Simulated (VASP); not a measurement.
Write the native input for VASP 6.6.1 that does the following.

```yaml
Task: single point
Functional: PBE
Potentials_or_basis: VASP PAW PBE potentials, release 64 (Sn_d, O)
Cutoff: 520 eV
k_mesh: 10 × 10 × 10
Occupations: gaussian, width 0.05 eV
Spin: no spin polarisation
Dipole_correction: no
Further_INCAR_settings: ALGO = Normal; EDIFF = 1e-07; NBANDS = 35
```

The structure of SnO2 lies in POSCAR:

```
SnO2
1.0
   -2.0262505044      2.0262505044      5.1806864801
    2.0262505044     -2.0262505044      5.1806864801
    2.0262505044      2.0262505044     -5.1806864801
Sn O
2 4
Direct
    0.7500000000      0.2500000000      0.5000000000
    0.0000000000      0.0000000000      0.0000000000
    0.5678924200      0.7126672143     -0.1447747943
    0.9524019562      0.4524019562      0.5000000000
    0.2024019562      0.2024019562      0.0000000000
    0.5475980438      0.0475980438      0.5000000000
```

This cell differs from its parent crystal: atom 3 (O) moved by -0.587 Å along [0 1 0] and -0.880 Å along [0 0 1].

One way to write it, as run:

INCAR

```
  PREC = Accurate
  ENCUT = 520
  EDIFF = 1E-7
  ISMEAR = 0
  SIGMA = 0.05
  LREAL = False
  LASPH = True
  NELM = 80
  ALGO = Normal
  ISIF = 2
  LWAVE = False
  LCHARG = False
  GGA = PE
  NBANDS = 35
```

KPOINTS

```
Automatic mesh
0
Gamma
  10 10 10
```

Potentials or basis: VASP PAW PBE potentials, release 64 (Sn_d, O).

Run with:

```sh
$ cat potpaw_PBE.64/Sn_d/POTCAR potpaw_PBE.64/O/POTCAR > POTCAR
$ mpirun -np 1 vasp_std > vasp.out
```

Results of the run:

```json
{
  "Pressure": "-0.2 GPa",
  "Largest force": "3.628 eV/Å",
  "Band gap on the k mesh": "zero (band 26 reaches 5.02 eV, above the bottom of band 27 at 4.68 eV)"
}
```

Caveat: the cell differs from its parent crystal (atom 3 (O) moved by -0.587 Å along [0 1 0] and -0.880 Å along [0 0 1]); spin-orbit coupling is left out, which moves the levels of the heavy elements; forces of over 1 eV/Å act on the atoms, so gaps and moduli don't describe the material at rest.

It took 19 min on 1 thread of Intel(R) Xeon(R) Platinum 8488C (Sapphire Rapids) (shared host), peak memory 0.78 GiB.
